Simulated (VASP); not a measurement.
The system is Zr3Si2.

```
CELL_PARAMETERS angstrom
4.15649 0.00000 0.00000
-2.07824 3.59962 0.00000
0.00000 0.00000 5.16947
ATOMIC_POSITIONS crystal
Zr 0.66667 0.33333 0.80654
Zr 0.33333 0.66667 0.19346
Zr 0.00000 0.00000 0.00000
Si 0.66667 0.33333 0.32167
Si 0.33333 0.66667 0.67833
```

The cell was built from a structure type or drawn by symmetry, and may not be a known phase.

| Quantity | Value |
| --- | --- |
| Program | VASP 6.6.1 |
| Task | relaxation of cell and atoms |
| Functional | PBE |
| Potentials or basis | VASP PAW PBE potentials, release 64 (Zr_sv, Si) |
| Cutoff | 600 eV |
| k mesh | 6 × 6 × 4 |
| Occupations | gaussian, width 0.1 eV |
| Spin | no spin polarisation |

At the start: pressure 55.1 GPa; volume 15.47 Å³/atom.

Problem. How do energy, volume and symmetry change on relaxing?

Solution. Over 16 steps the energy falls by 1227.6 meV/atom and the volume is 20.94 Å³/atom (+35.3 %); space group P-3m1 (No. 164, to 0.1 Å) before and after.

The path:
```tsv
step	energy change (eV)	largest force (eV/Å)	pressure (GPa)	volume (Å³)
1	0.0000	2.2098	55.08	77.34
2	-0.4339	1.6717	-17.88	153.13
3	-4.2999	2.3065	-1.09	107.84
4	-4.8909	1.8759	-1.36	108.06
5	-5.1430	1.4092	-0.82	108.07
6	-5.5719	1.4496	-0.50	106.96
7	-5.9469	1.3046	0.83	104.97
8	-5.9604	1.2821	1.26	104.51
9	-6.1165	0.1838	-2.03	106.88
10	-6.1165	0.1969	-1.99	106.84
11	-6.1237	0.1609	1.93	102.89
12	-6.1342	0.1031	0.16	104.58
13	-6.1361	0.0806	0.03	104.62
14	-6.1362	0.0907	0.00	104.63
15	-6.1371	0.0547	-0.03	104.64
16	-6.1379	0.0372	-0.10	104.68
```

Final structure:
```
Zr Si
1.0
     4.69422    0.00000    0.00000
    -2.34711    4.06532    0.00000
     0.00000    0.00000    5.48526
Zr Si
3 2
Direct
  0.66667 0.33333 0.71832
  0.33333 0.66667 0.28168
  0.00000 0.00000 0.00000
  0.66667 0.33333 0.22310
  0.33333 0.66667 0.77690
```

Caveat: the volume moved by over 15 % at a fixed basis, so the end points are rough.
